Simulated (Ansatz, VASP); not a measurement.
One calculation of TaRu, two programs

```
CELL_PARAMETERS angstrom
3.14393 0.00000 0.00000
0.00000 3.14393 0.00000
0.00000 0.00000 3.14393
ATOMIC_POSITIONS crystal
Ta 0.50000 0.50000 0.50000
Ru 0.00000 0.00000 0.00000
```

Change from the starting cell: volume scaled by 0.96, crystal datasets.

Alike in both runs: task electric field gradients; functional LDA; k mesh 13 × 13 × 13; occupations fermi-dirac, width 0.03 eV; no spin polarisation.

|  | VASP | Ansatz |
| --- | --- | --- |
| version | VASP 6.6.1 | Ansatz 0.2.0 |
| potentials or method | VASP PAW LDA potentials, release 64 (Ta_pv, Ru_pv), cutoff 520 eV | all-electron PAW with datasets made for the crystal, scalar-relativistic |

VASP gave:

```
pressure (GPa) : -5.8
```

Estimate Ansatz's values.

pressure (GPa): -6.7.

LDA's correlation is that of Perdew and Zunger in VASP and of Perdew and Wang (1992) in Ansatz. Ansatz ran all-electron here, and VASP with PAW potentials.

Neither program's run includes spin-orbit coupling.
